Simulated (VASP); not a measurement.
Wanted: the native input for a VASP 6.6.1 run.

* Task: single point
* Functional: PBE0
* Potentials or basis: VASP PAW PBE potentials, release 64 (Ga_d)
* Cutoff: 520 eV
* k mesh: 5 × 5 × 5
* Occupations: fermi-dirac, width 0.05 eV
* Spin: no spin polarisation
* Dipole correction: no
* Grid for exact exchange (PRECFOCK): Normal
* Further INCAR settings: ALGO = Normal; EDIFF = 1e-06; NBANDS = 12

Crystal: Ga.

```
Ga
1.0
     2.73447    0.00000    0.00000
     0.00000    2.73447    0.00000
     0.00000    0.00000    2.73447
Ga
1
Direct
  0.00000 0.00000 0.00000
```

One way to write it, as run:

POSCAR

```
Ga
1.0
    2.7344704581      0.0000000000      0.0000000000
    0.0000000000      2.7344704581      0.0000000000
    0.0000000000      0.0000000000      2.7344704581
Ga
1
Direct
    0.0000000000      0.0000000000      0.0000000000
```

INCAR.step1

```
ALGO = Normal
EDIFF = 1E-5
ENCUT = 520
GGA = PE
ISIF = 2
ISMEAR = -1
LASPH = True
LCHARG = False
LREAL = False
LWAVE = True
NBANDS = 12
NELM = 60
PREC = Accurate
SIGMA = 0.05
```

INCAR.step2

```
AEXX = 0.25
ALGO = Normal
EDIFF = 1E-6
ENCUT = 520
GGA = PE
ISIF = 2
ISMEAR = -1
ISTART = 1
LASPH = True
LCHARG = False
LHFCALC = True
LREAL = False
LWAVE = False
NBANDS = 12
NELM = 60
PREC = Accurate
PRECFOCK = Normal
SIGMA = 0.05
```

KPOINTS

```
k-points
0
Gamma
  5 5 5
```

Potentials or basis: VASP PAW PBE potentials, release 64 (Ga_d).

Command:

```console
$ cat potpaw_PBE.64/Ga_d/POTCAR > POTCAR
$ cp INCAR.step1 INCAR
$ mpirun -np 1 vasp_std > vasp.out
$ cp INCAR.step2 INCAR
$ mpirun -np 1 vasp_std > vasp.out
```

Results of the run:

```json
{"Pressure": "-2.5 GPa"}
```

Caveat: the k points lie up to 0.46 Å⁻¹ apart; the PAW data sets were made with another functional, which shifts forces and pressure a little.

It took 5.9 min on 1 thread of AMD EPYC 7R43 64-Core Processor (Zen 3) (shared host), peak memory 0.1 GiB.
